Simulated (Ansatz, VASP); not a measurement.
# Cu: VASP beside Ansatz

INCAR

```
SYSTEM = Cu
PREC = Accurate ; ENCUT = 520
EDIFF = 1E-6 ; ISMEAR = 0
SIGMA = 0.15 ; LREAL = .False.
LASPH = .True. ; NELM = 100
ALGO = Fast ; ISIF = 2
LWAVE = .False. ; LCHARG = .True.
GGA = PE ; LELF = .True.
LVHAR = .True. ; NBANDS = 12
```

The input KPOINTS:

```
regular mesh
0
Gamma
  22 22 22
  0 0 0
```

POSCAR

```
Cu
1.0
    0.0000000000      1.9521000000      1.6629000000
    1.9521000000      0.0000000000      1.6629000000
    1.9521000000      1.9521000000      0.0000000000
Cu
1
Direct
    0.0000000000      0.0000000000      0.0000000000
```

Input for Ansatz:

```yaml
crystal:
  lattice:
    - [0.0, 1.9521, 1.6629]
    - [1.9521, 0.0, 1.6629]
    - [1.9521, 1.9521, 0.0]
  atoms:
    - { symbol: Cu, position: [0.0, 0.0, 0.0] }
basis:
  ecutwfc: 420
kpoints:
  mp_grid: { grid: [22, 22, 22] }
hamiltonian:
  xc: pbe
scf:
  occupations: { method: gaussian, width: 0.15 }
output:
  forces: true
  stress: true
  eigenvalues: true
```

Change from the starting cell: strain +0.080 along x and y, -0.080 along z, atoms carried along.

Alike in both runs: task single point; functional PBE; k mesh 22 × 22 × 22; occupations gaussian, width 0.15 eV; no spin polarisation.

```csv
,VASP,Ansatz
version,VASP 6.6.1,Ansatz 0.2.0
potentials or method,"VASP PAW PBE potentials, release 64 (Cu), cutoff 520 eV","scalar-relativistic, plane waves, PAW"
valence electrons in the cell,11,19
```

|  | VASP | Ansatz | Ansatz less VASP |
| --- | --- | --- | --- |
| gap on the k mesh at the Fermi level (eV) | none | none | - |
| pressure (GPa) | -6.1 | -6.7 | -0.62 |
| traceless stress, the component that is largest in VASP (GPa) | 1.89 | 1.93 | +0.036 |

A gap of «none» marks a metal or a gap that the smearing closes. VASP's potentials hold 11 valence electrons a cell and Ansatz's 19, so a difference there can come from the potentials and not from the codes.
